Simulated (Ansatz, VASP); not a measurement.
# TaN in VASP and in Ansatz

```
Ta N
1.0
     2.53127    0.00000    0.00000
     0.00000    2.53127    0.00000
     0.00000    0.00000    2.53127
Ta N
1 1
Direct
  0.00000 0.00000 0.00000
  0.50000 0.50000 0.50000
```

Change from the starting cell: volume scaled by 0.78, LAPW.

Alike in both runs: task single point; functional PBE; k mesh 14 × 14 × 14; occupations fermi-dirac, width 0.05 eV; no spin polarisation.

|  | VASP | Ansatz |
| --- | --- | --- |
| version | VASP 6.6.1 | Ansatz 0.2.0 |
| potentials or method | VASP PAW PBE potentials, release 64 (Ta_pv, N), cutoff 520 eV | all-electron LAPW, scalar-relativistic |

|  | VASP | Ansatz | Ansatz less VASP |
| --- | --- | --- | --- |
| pressure (GPa) | 137.0 | 133.3 | -3.76 |

Both programs put the cell under a high pressure, so it lies far from rest at this level. Ansatz ran all-electron here, and VASP with PAW potentials.

Spin-orbit coupling is off throughout. Noted on VASP's run: the cell as given lies far from equilibrium.
